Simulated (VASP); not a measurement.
# Lu3Hf2F (P6/mmm) in VASP: notebook

The runs below take Lu3Hf2F through single point, relaxation of cell and atoms, with PBE.

All numbers are computed with VASP 6.6.1; they aren't measurements. Logs are shortened: lines on timing, memory, paths and dates and some standing lists are left out, and cuts for length are marked.

## (1) The cell of the first run

Symmetry: P6/mmm, No. 191, hexagonal system. Conventional cell: a = 5.750 Å, b = 5.750 Å, c = 4.370 Å, α = 90.00°, β = 90.00°, γ = 120.00°. Lu (site symmetry mmm) has 4 Hf at 2.74 Å and 4 Lu at 2.87 Å and 4 F at 3.61 Å within 3.7 Å. Within 3.6 Å of Hf (site symmetry -6m2) lie 6 Lu at 2.74 Å and 3 Hf at 3.32 Å and 3 F at 3.32 Å. F (site symmetry 6/mmm) has 6 Hf at 3.32 Å and 12 Lu at 3.61 Å and 2 F at 4.37 Å within 4.4 Å.

The cell was generated, and may not be a known phase.

## (2) Single point, PBE

Contents of INCAR:

```
PREC = Accurate ; ENCUT = 520
EDIFF = 1E-6 ; ISMEAR = 0
SIGMA = 0.1 ; LREAL = F
LASPH = T ; NELM = 100
ALGO = Normal ; ISIF = 2
LWAVE = F ; LCHARG = T
GGA = PE ; LELF = T
LVHAR = T ; NBANDS = 60
```

Contents of KPOINTS:

```
regular mesh
0
Gamma
  6 6 4
```

Contents of POSCAR:

```
Lu3Hf2F
1.0
    5.7497132700      0.0000000000      0.0000000000
   -2.8748566400      4.9793977600      0.0000000000
    0.0000000000      0.0000000000      4.3704399100
Lu Hf F
3 2 1
Direct
    0.5000000000      0.5000000000      0.5000000000
    0.5000000000      0.0000000000      0.5000000000
    0.0000000000      0.5000000000      0.5000000000
    0.6666666700      0.3333333300      0.0000000000
    0.3333333300      0.6666666700      0.0000000000
    0.0000000000      0.0000000000      0.0000000000
```

Potentials or basis: VASP PAW PBE potentials, release 64 (Lu, Hf_pv, F).

On the command line:

```bash
$ cat potpaw_PBE.64/Lu/POTCAR potpaw_PBE.64/Hf_pv/POTCAR potpaw_PBE.64/F/POTCAR > POTCAR
$ mpirun -np 1 vasp_std > vasp.out
```

OUTCAR:

```text
PREC = Accurate
   ENCUT = 520
   EDIFF = 1E-6
   ISMEAR = 0
   LREAL = F
   LASPH = T
   NELM = 100
   ISIF = 2
   GGA = PE

 ion  position               nearest neighbor table
   1  0.500  0.500  0.500-   4 2.74   5 2.74   4 2.74   5 2.74   3 2.87   3 2.87   2 2.87   2 2.87

   2  0.500  0.000  0.500-   4 2.74   5 2.74   4 2.74   5 2.74   3 2.87   3 2.87   1 2.87   1 2.87

   3  0.000  0.500  0.500-   4 2.74   5 2.74   4 2.74   5 2.74   1 2.87   1 2.87   2 2.87   2 2.87

   4  0.667  0.333  0.000-   3 2.74   3 2.74   2 2.74   2 2.74   1 2.74   1 2.74   5 3.32   5 3.32
                             5 3.32
   5  0.333  0.667  0.000-   3 2.74   3 2.74   2 2.74   2 2.74   1 2.74   1 2.74   4 3.32   4 3.32
                             4 3.32
   6  0.000  0.000  0.000-

  LATTYP: Found a hexagonal cell.
 ALAT       =     5.7497132700
 C/A-ratio  =     0.7601144100

  Lattice vectors:

 A1 = (   5.7497132700,   0.0000000000,   0.0000000000)
 A2 = (  -2.8748566400,   4.9793977600,   0.0000000000)
 A3 = (   0.0000000000,   0.0000000000,   4.3704399100)

Analysis of symmetry for initial positions (statically):
=====================================================================
 Subroutine PRICEL returns:
 Original cell was already a primitive cell.

 Routine SETGRP: Setting up the symmetry group for a
 hexagonal supercell.

 Subroutine GETGRP returns: Found 24 space group operations
 (whereof 24 operations were pure point group operations)
 out of a pool of 24 trial point group operations.

The static configuration has the point symmetry D_6h.

Analysis of symmetry for dynamics (positions and initial velocities):
=====================================================================
 Subroutine PRICEL returns:
 Original cell was already a primitive cell.

 Routine SETGRP: Setting up the symmetry group for a
 hexagonal supercell.

 Subroutine GETGRP returns: Found 24 space group operations
 (whereof 24 operations were pure point group operations)
 out of a pool of 24 trial point group operations.

The dynamic configuration has the point symmetry D_6h.

 Subroutine INISYM returns: Found 24 space group operations
 (whereof 24 operations are pure point group operations),
 and found     1 'primitive' translations

----------------------------------------------------------------------------------------

                                     Primitive cell

  volume of cell :     125.1262

  direct lattice vectors                    reciprocal lattice vectors
     5.749713270  0.000000000  0.000000000     0.173921716  0.100413750  0.000000000
    -2.874856640  4.979397760  0.000000000     0.000000000  0.200827499  0.000000000
     0.000000000  0.000000000  4.370439910     0.000000000  0.000000000  0.228809919

  length of vectors
     5.749713270  5.749713276  4.370439910     0.200827499  0.200827499  0.228809919

  position of ions in fractional coordinates (direct lattice)
     0.500000000  0.500000000  0.500000000
     0.500000000  0.000000000  0.500000000
     0.000000000  0.500000000  0.500000000
     0.666666670  0.333333330  0.000000000
     0.333333330  0.666666670  0.000000000
     0.000000000  0.000000000  0.000000000

  ion indices of the primitive-cell ions
   primitive index   ion index
                 1           1
                 2           2
                 3           3
                 4           4
                 5           5
                 6           6

----------------------------------------------------------------------------------------

 KPOINTS: regular mesh

Automatic generation of k-mesh.
 Grid dimensions read from file:
 generate k-points for:    6    6    4

 Generating k-lattice:

  Cartesian coordinates                     Fractional coordinates (reciprocal lattice)
     0.028986953  0.016735625  0.000000000     0.166666667  0.000000000  0.000000000
     0.000000000  0.033471250  0.000000000     0.000000000  0.166666667  0.000000000
     0.000000000  0.000000000  0.057202480     0.000000000  0.000000000  0.250000000

  Length of vectors
[... 44 lines left out ...]
   IVDW    =     0    specifies the selected vdW correction
   LEPSILON=     F    determine dielectric tensor
   LRPA    =     F    only Hartree local field effects (RPA)
 non-spin polarized calculation
 Gauss-broadening in eV      SIGMA  =   0.10
  energy-cutoff  :      520.00
  volume of cell :      125.13
 maximum number of plane-waves:      3408
 NGX is ok and might be reduce to    48
   NGX = 21   NGY = 21   NGZ = 17

 number of electron     102.0000016 magnetization

 Free energy of the ion-electron system (eV)
  ---------------------------------------------------
  ext. energy  EPLUGINS =         0.00000000
  ---------------------------------------------------
  free energy    TOTEN  =       -27.41364886 eV

  energy without entropy =      -27.36992626  energy(sigma->0) =      -27.39178756

 E-fermi :   3.0151     XC(G=0): -11.1218

 val. band max:        3.0112052721   @ k =   0.5000   0.0000   0.5000
 cond. band min:       3.0191566847   @ k =   0.3333   0.0000   0.5000
 fundamental gap:      0.0079514126
 Fermi energy:         3.0151004950

 k-point     1 :       0.0000    0.0000    0.0000
  band No.  band energies     occupation
      1     -52.7295      2.00000
      2     -52.5757      2.00000
      3     -52.5757      2.00000
      4     -27.7335      2.00000
      5     -27.4309      2.00000
      6     -27.2783      2.00000
[... 52 lines left out ...]
     59       7.2138      0.00000
     60       7.2138      0.00000

 k-point     2 :       0.1667    0.0000    0.0000
  band No.  band energies     occupation
      1     -52.7205      2.00000
      2     -52.5849      2.00000
      3     -52.5757      2.00000
      4     -27.7166      2.00000
      5     -27.4498      2.00000
      6     -27.2833      2.00000
[... 52 lines left out ...]
     59       7.1115      0.00000
     60       7.3618      0.00000

 k-point     3 :       0.3333    0.0000    0.0000
  band No.  band energies     occupation
      1     -52.6973      2.00000
      2     -52.6085      2.00000
      3     -52.5757      2.00000
      4     -27.6725      2.00000
      5     -27.4980      2.00000
      6     -27.2923      2.00000
[... 1123 lines left out ...]
     59       5.1798      0.00000
     60       5.3206      0.00000

 k-point    21 :       0.3333    0.3333    0.5000
  band No.  band energies     occupation
      1     -52.6546      2.00000
      2     -52.6546      2.00000
      3     -52.5749      2.00000
      4     -27.5782      2.00000
      5     -27.5782      2.00000
      6     -27.4234      2.00000
[... 52 lines left out ...]
     59       4.8628      0.00000
     60       5.1973      0.00000

------------------------ aborting loop because EDIFF is reached ----------------------------------------

  FORCE on cell =-STRESS in cart. coord.  units (eV):
  Direction    XX          YY          ZZ          XY          YZ          ZX
  --------------------------------------------------------------------------------------
  -------------------------------------------------------------------------------------
  Total       14.6420903     14.6420903     25.4468274     -0.0000000      0.0000000     -0.0000000
  in kB      187.4845577    187.4845580    325.8337495     -0.0000002      0.0000000     -0.0000000
  external PRESSURE =     233.6009551 kB  Pullay stress =       0.0000000 kB

 VOLUME and BASIS-vectors are now :
 -----------------------------------------------------------------------------
  energy-cutoff  :      520.00
  volume of cell :      125.13
      direct lattice vectors                 reciprocal lattice vectors
     5.749713270  0.000000000  0.000000000     0.173921716  0.100413750  0.000000000
    -2.874856640  4.979397760  0.000000000     0.000000000  0.200827499  0.000000000
     0.000000000  0.000000000  4.370439910     0.000000000  0.000000000  0.228809919

 POSITION                                       TOTAL-FORCE (eV/Angst)
 -----------------------------------------------------------------------------------
      1.43743      2.48970      2.18522        -0.000000      0.000000      0.000000
      2.87486      0.00000      2.18522        -0.000000      0.000000      0.000000
     -1.43743      2.48970      2.18522        -0.000000      0.000000      0.000000
      2.87486      1.65980      0.00000        -0.000000      0.000000      0.000000
     -0.00000      3.31960      0.00000         0.000000      0.000000      0.000000
      0.00000      0.00000      0.00000        -0.000000      0.000000      0.000000
 -----------------------------------------------------------------------------------
    total drift:                                0.000000     -0.000000     -0.000000

  FREE ENERGIE OF THE ION-ELECTRON SYSTEM (eV)
  ---------------------------------------------------
  free  energy   TOTEN  =       -27.4136488637 eV

  energy  without entropy=      -27.3699262579  energy(sigma->0) =      -27.39178756
```

It took 3.1 min on 1 thread of AMD EPYC 9R45 (Zen 5), shared host; peak memory 0.32 GiB.

What came out:

```
Free energy            : -27.4136 eV
Pressure               : 23.4 GPa
Band gap on the k mesh : zero (bands 51 and 52 overlap by 0.75 eV)
```

Levels at points of the mesh, in eV from the Fermi level:
| k point | band 48 | band 49 | band 50 | band 51 | band 52 | band 53 | band 54 | band 55 |
| --- | --- | --- | --- | --- | --- | --- | --- | --- |
| (0.00, 0.00, 0.00) | -1.06 | -1.06 | -0.73 | -0.73 | -0.55 | 0.13 | 0.53 | 1.47 |
| (0.50, 0.00, 0.00) | -1.13 | -0.92 | -0.46 | -0.30 | 0.04 | 0.05 | 0.12 | 0.94 |
| (0.00, 0.00, 0.50) | -2.34 | -0.27 | -0.12 | -0.12 | 1.09 | 1.09 | 1.19 | 1.19 |
| (0.50, 0.00, 0.50) | -1.20 | -1.17 | 0.00 | 0.08 | 0.09 | 0.13 | 0.77 | 1.40 |

Caveat: the stress differs along the axes, from 19 to 33 GPa; spin-orbit coupling is left out, which moves the levels of the heavy elements.

## (3) Single point, PBE

This run uses another cell than the first one, of 28.69 Å³/atom.

Contents of INCAR:

```
PREC     = Accurate       # precision mode
ENCUT    = 520            # plane-wave cutoff, eV
EDIFF    = 1E-7           # SCF threshold, eV
ISMEAR   = 0              # smearing method
SIGMA    = 0.1            # smearing width, eV
LREAL    = F              # projectors in reciprocal space
LASPH    = T              # aspherical terms in the spheres
NELM     = 60             # most SCF steps
ALGO     = Normal         # electronic algorithm
ISIF     = 2              # what is computed and relaxed
LWAVE    = F              # write WAVECAR
LCHARG   = F              # write CHGCAR
GGA      = PE             # functional
NBANDS   = 60             # bands
```

Contents of KPOINTS:

```
Automatic mesh
0
Gamma
  6 6 4
```

Contents of POSCAR:

```
Lu3Hf2F
1.0
    6.0838681231      0.0000000031      0.0000000000
   -3.0419340642      5.2687843464      0.0000000000
    0.0000000000      0.0000000000      5.3710691300
Lu Hf F
3 2 1
Direct
    0.5000000000      0.5000000000      0.5000000000
    0.5000000000      0.0000000000      0.5000000000
    0.0000000000      0.5000000000      0.5000000000
    0.6666666667      0.3333333333      0.0000000000
    0.3333333333      0.6666666667      0.0000000000
    0.0000000000      0.0000000000      0.0000000000
```

Potentials or basis: VASP PAW PBE potentials, release 64 (Lu, Hf_pv, F).

On the command line:

```bash
$ cat potpaw_PBE.64/Lu/POTCAR potpaw_PBE.64/Hf_pv/POTCAR potpaw_PBE.64/F/POTCAR > POTCAR
$ mpirun -np 1 vasp_std > vasp.out
```

Wall time 3.7 min (1 thread of AMD EPYC 9R45 (Zen 5), shared host); peak memory 0.38 GiB.

It converged, with:

```
Free energy            : -30.8967 eV
Pressure               : 0.0 GPa
Band gap on the k mesh : zero (bands 51 and 52 overlap by 0.59 eV)
```

Levels at points of the mesh, in eV from the Fermi level:
```csv
k point,band 48,band 49,band 50,band 51,band 52,band 53,band 54,band 55
"(0.00, 0.00, 0.00)",-0.76,-0.67,-0.59,-0.28,-0.28,-0.10,-0.10,0.48
"(0.50, 0.00, 0.00)",-0.56,-0.49,-0.27,-0.21,0.13,0.16,0.59,0.59
"(0.00, 0.00, 0.50)",-1.73,-0.43,0.31,0.31,0.47,0.47,0.67,0.70
"(0.50, 0.00, 0.50)",-1.51,-0.42,-0.22,0.10,0.10,0.22,0.60,0.92
```

Caveat: spin-orbit coupling is left out, which moves the levels of the heavy elements.

## (4) Single point, PBE

This run uses another cell than the first one, of 28.62 Å³/atom.

Contents of INCAR:

```
SYSTEM = Lu3Hf2F
ALGO     = Normal         ! electronic algorithm
EDIFF    = 1E-6           ! SCF threshold, eV
ENCUT    = 520            ! plane-wave cutoff, eV
GGA      = PE             ! functional
ISIF     = 2              ! what is computed and relaxed
ISMEAR   = 0              ! smearing method
LASPH    = .TRUE.         ! aspherical terms in the spheres
LCHARG   = .TRUE.         ! write CHGCAR
LELF     = .TRUE.         ! ELF
LREAL    = .FALSE.        ! projectors in reciprocal space
LVHAR    = .TRUE.       
LWAVE    = .FALSE.        ! write WAVECAR
NBANDS   = 60             ! bands
NELM     = 80             ! most SCF steps
PREC     = Accurate       ! precision mode
SIGMA    = 0.1            ! smearing width, eV
```

Contents of KPOINTS:

```
k-points
0
G
  6 6 8
  0 0 0
```

Edit POSCAR of step 3 so:

```diff
@@ -2,5 +2,5 @@
 1.0
-    6.0838681231      0.0000000031      0.0000000000
-   -3.0419340642      5.2687843464      0.0000000000
-    0.0000000000      0.0000000000      5.3710691300
+    6.0761353406      0.0000000000      0.0000000000
+   -3.0380676703      5.2620875618      0.0000000000
+    0.0000000000      0.0000000000      5.3703091254
 Lu Hf F
```

On the command line:

```bash
$ cat potpaw_PBE.64/Lu/POTCAR potpaw_PBE.64/Hf_pv/POTCAR potpaw_PBE.64/F/POTCAR > POTCAR
$ mpirun -np 1 vasp_std > vasp.out
```

It took 5.2 min on 1 thread of AMD EPYC 9R45 (Zen 5), shared host; peak memory 0.47 GiB.

It converged, with:

```
Free energy            : -30.8933 eV
Pressure               : 0.0 GPa
Band gap on the k mesh : zero (bands 51 and 52 overlap by 0.59 eV)
```

Stress tensor (GPa, compression positive):
```
 0.03  0.00  0.00
 0.00  0.03  0.00
 0.00  0.00 -0.05
```

Levels at points of the mesh, in eV from the Fermi level:
```csv
k point,band 49,band 50,band 51,band 52,band 53,band 54
"(0.00, 0.00, 0.00)",-0.65,-0.55,-0.25,-0.25,-0.08,-0.08
"(0.50, 0.00, 0.00)",-0.47,-0.24,-0.18,0.15,0.18,0.62
"(0.00, 0.00, 0.50)",-0.42,0.34,0.34,0.50,0.50,0.70
"(0.50, 0.00, 0.50)",-0.40,-0.20,0.13,0.13,0.25,0.63
```

Caveat: spin-orbit coupling is left out, which moves the levels of the heavy elements.

## (5) Relaxation of cell and atoms, PBE

Contents of INCAR:

```
SYSTEM = Lu3Hf2F
PREC = Accurate
ENCUT = 600
EDIFF = 1E-7
ISMEAR = 0
SIGMA = 0.1
LREAL = .FALSE.
LASPH = .TRUE.
NELM = 100
ALGO = Normal
ISIF = 3
LWAVE = .FALSE.
LCHARG = .FALSE.
GGA = PE
IBRION = 2
NSW = 90
EDIFFG = -0.04
```

Contents of KPOINTS:

```
regular mesh
0
G
  6 6 4
  0 0 0
```

Contents of POSCAR:

```
Lu3Hf2F
1.0
    5.7497132700      0.0000000000      0.0000000000
   -2.8748566400      4.9793977600      0.0000000000
    0.0000000000      0.0000000000      4.3704399100
Lu Hf F
3 2 1
Direct
    0.5000000000      0.5000000000      0.5000000000
    0.5000000000      0.0000000000      0.5000000000
    0.0000000000      0.5000000000      0.5000000000
    0.6666666700      0.3333333300      0.0000000000
    0.3333333300      0.6666666700      0.0000000000
    0.0000000000      0.0000000000      0.0000000000
```

On the command line:

```bash
$ cat potpaw_PBE.64/Lu/POTCAR potpaw_PBE.64/Hf_pv/POTCAR potpaw_PBE.64/F/POTCAR > POTCAR
$ mpirun -np 1 vasp_std > vasp.out
```

Run time: 25 min. Hardware: 1 thread of AMD EPYC 9R45 (Zen 5), shared host; peak memory 0.37 GiB.

It converged, with:

```yaml
Free_energy: -30.8535 eV
Relaxed_volume: 28.58 Å³/atom
Relaxed_cell: a = 6.087 Å, b = 6.087 Å, c = 5.344 Å, α = 90.00°, β = 90.00°, γ = 120.00°
Space_group_after_relaxing_to_0.1_Å: P6/mmm (No. 191)
Energy_gained_by_relaxing: 572.7 meV/atom
Ionic_steps: 9
Pressure_after_relaxing: 0.0 GPa
Band_gap_on_the_k_mesh: zero (bands 51 and 52 overlap by 0.60 eV)
```

Step by step:
| step | energy change (eV) | largest force (eV/Å) | pressure (GPa) | volume (Å³) |
| --- | --- | --- | --- | --- |
| 1 | 0.0000 | 0.0000 | 23.36 | 125.13 |
| 2 | -3.2307 | 0.0000 | -2.59 | 188.31 |
| 3 | -3.3117 | 0.0000 | -0.20 | 176.81 |
| 4 | -3.3124 | 0.0000 | -0.45 | 177.98 |
| 5 | -3.3840 | 0.0000 | -0.58 | 176.57 |
| 6 | -3.4301 | 0.0000 | -0.65 | 174.36 |
| 7 | -3.4303 | 0.0000 | -0.66 | 174.23 |
| 8 | -3.4348 | 0.0000 | 0.30 | 170.26 |
| 9 | -3.4359 | 0.0000 | -0.01 | 171.47 |

Final structure:
```xyz
6
Lattice="6.0870 0.0000 0.0000 -3.0435 5.2715 0.0000 0.0000 0.0000 5.3437" Properties=species:S:1:pos:R:3 pbc="T T T"
Lu    1.5218    2.6358    2.6719
Lu    3.0435    0.0000    2.6719
Lu   -1.5218    2.6358    2.6719
Hf    3.0435    1.7572    0.0000
Hf    0.0000    3.5143    5.3437
F     0.0000    0.0000    0.0000
```

Levels at points of the mesh, in eV from the Fermi level:
```
           k point  band 48  band 49  band 50  band 51  band 52  band 53  band 54  band 55
(0.00, 0.00, 0.00)    -0.74    -0.65    -0.59    -0.29    -0.29    -0.11    -0.11     0.49
(0.50, 0.00, 0.00)    -0.57    -0.49    -0.27    -0.20     0.16     0.16     0.59     0.59
(0.00, 0.00, 0.50)    -1.74    -0.41     0.30     0.30     0.48     0.48     0.69     0.71
(0.50, 0.00, 0.50)    -1.52    -0.43    -0.22     0.10     0.10     0.22     0.61     0.95
```

Caveat: the volume moved by over 15 % at a fixed basis, so the end points are rough; spin-orbit coupling is left out, which moves the levels of the heavy elements.

## (6) Overview

| task | cell | k mesh | cutoff (eV) | gap on the mesh (eV) | pressure (GPa) |
| --- | --- | --- | --- | --- | --- |
| single point | a = 5.750, b = 5.750, c = 4.370 Å, angles 90.0, 90.0, 120.0°, 6 atoms | 6 × 6 × 4 | 520 | none | 23.4 |
| single point | a = 6.084, b = 6.084, c = 5.371 Å, angles 90.0, 90.0, 120.0°, 6 atoms | 6 × 6 × 4 | 520 | none | 0.0 |
| single point | a = 6.076, b = 6.076, c = 5.370 Å, angles 90.0, 90.0, 120.0°, 6 atoms | 6 × 6 × 8 | 520 | none | 0.0 |
| relaxation of cell and atoms | relaxed from a = 5.750, b = 5.750, c = 4.370 Å, angles 90.0, 90.0, 120.0°, 6 atoms | 6 × 6 × 4 | 600 | none | 0.0 |

Alike in all rows: level PBE; potentials or basis VASP PAW PBE potentials, release 64 (Lu, Hf_pv, F); no spin polarisation; smearing gaussian 0.1 eV.

Caveats: spin-orbit coupling is left out, which moves the levels of the heavy elements; the stress differs along the axes, from 19 to 33 GPa (at least some runs); the volume moved by over 15 % at a fixed basis, so the end points are rough (at least some runs).

Absolute energies hang on the potentials; compare differences alone.

The gap in the log of VASP goes by the Fermi energy; the results here count the filled bands.